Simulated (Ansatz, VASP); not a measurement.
# ZrC in VASP and in Ansatz

INCAR

```
ALGO     = Normal         # electronic algorithm
EDIFF    = 1E-8           # SCF threshold, eV
ENCUT    = 520            # plane-wave cutoff, eV
GGA      = PS             # functional
ISIF     = 2              # what is computed and relaxed
ISMEAR   = -1             # smearing method
LASPH    = T              # aspherical terms in the spheres
LCHARG   = F              # write CHGCAR
LEFG     = T            
LREAL    = F              # projectors in reciprocal space
LWAVE    = F              # write WAVECAR
NBANDS   = 15             # bands
NELM     = 100            # most SCF steps
PREC     = Accurate       # precision mode
SIGMA    = 0.05           # smearing width, eV
```

KPOINTS

```
k-points
0
Gamma
  15 15 15
```

The input POSCAR:

```
ZrC
1.0
    0.0235021000      2.3619610500      2.3619610500
    2.3619610500      0.0235021000      2.3619610500
    2.3619610500      2.3619610500      0.0235021000
Zr C
1 1
Direct
    0.5000000000      0.5000000000      0.5000000000
    0.0000000000      0.0000000000      0.0000000000
```

Input for Ansatz:

```yaml
crystal:
  lattice:
    - [0.0235021, 2.36196105, 2.36196105]
    - [2.36196105, 0.0235021, 2.36196105]
    - [2.36196105, 2.36196105, 0.0235021]
  atoms:
    - { symbol: Zr, position: [0.5, 0.5, 0.5] }
    - { symbol: C, position: [0.0, 0.0, 0.0] }
kpoints:
  mp_grid: { grid: [15, 15, 15] }
scf:
  occupations: { method: fermi_dirac, width: 0.05 }
hamiltonian:
  xc: pbesol
  pseudopotentials: { kind: all_electron, datasets: crystal }
output:
  forces: true
  stress: true
  eigenvalues: true
  efg: { contact_densities: true }
```

Change from the starting cell: equal xy, yz and zx shear strains of +1 %, crystal datasets.

Alike in both runs: task electric field gradients; functional PBEsol; k mesh 15 × 15 × 15; occupations fermi-dirac, width 0.05 eV; no spin polarisation.

```csv
,VASP,Ansatz
version,VASP 6.6.1,Ansatz 0.2.0
potentials or method,"VASP PAW PBE potentials, release 64 (Zr_sv, C), cutoff 520 eV","all-electron PAW with datasets made for the crystal, scalar-relativistic"
```

Ansatz gave:

| Quantity | Value |
| --- | --- |
| pressure (GPa) | -4.5 |
| traceless stress, the component that is largest in VASP (GPa) | -1.56 |
| size of Vzz on the site where it differs most (V/Å²) | 1.2 |

Task: What did VASP give for the same quantities?

Result: Pressure (GPa): -4.2; traceless stress, the component that is largest in VASP (GPa): -1.56; size of Vzz on the site where it differs most (V/Å²): 1.1.

VASP's potentials were made for PBE, not for PBEsol. Ansatz ran all-electron here, and VASP with PAW potentials.
